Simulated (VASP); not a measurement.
Ti3C2, 10 atoms in the cell. It takes space group P6_3/mmc (No. 194, hexagonal). The conventional cell has a = 3.067 Å, b = 3.067 Å, c = 15.117 Å, α = 90.00°, β = 90.00°, γ = 120.00°. Within 2.9 Å of Ti (site symmetry -3m) lie 6 C at 2.20 Å. Within 2.7 Å of Ti (site symmetry 3m) lie 3 C at 2.06 Å. C (site symmetry 3m) has 6 Ti at 2.06 to 2.20 Å within 2.7 Å. 

| Property | Result |
| --- | --- |
| Program | VASP 6.6.1 |
| Task | single point |
| Functional | PBEsol |
| Potentials or basis | VASP PAW PBE potentials, release 64 (Ti_sv, C) |
| Cutoff | 520 eV |
| k mesh | 10 × 10 × 2 |
| Occupations | fermi-dirac, width 0.05 eV |
| Spin | no spin polarisation |
| Hubbard terms | Ti d U = 3.0 eV |
| Dipole correction | no |
| Further INCAR settings | ALGO = Normal; EDIFF = 1e-06; NBANDS = 55 |

Potentials or basis: VASP PAW PBE potentials, release 64 (Ti_sv, C).

Launch:

```bash
$ cat potpaw_PBE.64/Ti_sv/POTCAR potpaw_PBE.64/C/POTCAR > POTCAR
$ mpirun -np 1 vasp_std > vasp.out
```

Hardware: 1 thread of Intel Xeon 6975P-C (shared host).

Task: How long does it take, and how much memory?

Result: Wall time 4.7 min on 1 thread of Intel Xeon 6975P-C, with other jobs on the host, peak memory 0.31 GiB. Counts: scf iterations 16, k points 28.
